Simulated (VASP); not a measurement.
Set up this calculation in VASP 6.6.1, as the native input.

```yaml
Task: single point
Functional: PBE
Potentials_or_basis: VASP PAW PBE potentials, release 64 (Au)
Cutoff: 520 eV
k_mesh: 18 × 18 × 18
Occupations: gaussian, width 0.1 eV
Spin: no spin polarisation
Dipole_correction: no
Further_INCAR_settings: ALGO = Fast; EDIFF = 1e-06; NBANDS = 12
```

The structure of Au lies in POSCAR:

```
Au
1.0
    0.0000000000      2.0790463472      2.0790463472
    2.0790463472      0.0000000000      2.0790463472
    2.0790463472      2.0790463472      0.0000000000
Au
1
Direct
    0.0000000000      0.0000000000      0.0000000000
```

One way to write it, as run:

INCAR

```
  PREC = Accurate
  ENCUT = 520
  EDIFF = 1E-6
  ISMEAR = 0
  SIGMA = 0.1
  LREAL = False
  LASPH = True
  NELM = 80
  ALGO = Fast
  ISIF = 2
  LWAVE = False
  LCHARG = False
  GGA = PE
  NBANDS = 12
```

KPOINTS

```
Automatic mesh
0
Gamma
  18 18 18
```

Potentials or basis: VASP PAW PBE potentials, release 64 (Au).

Command:

```console
$ cat potpaw_PBE.64/Au/POTCAR > POTCAR
$ mpirun -np 1 vasp_std > vasp.out
```

Results of the run:

- Pressure: -0.2 GPa
- Band gap on the k mesh: zero (an odd number of electrons rules out a gap without spin polarisation)

Caveat: spin-orbit coupling is left out, which moves the levels of the heavy elements.

It took 49 s on 1 thread of Intel Xeon 8259CL (shared host), peak memory 0.17 GiB.
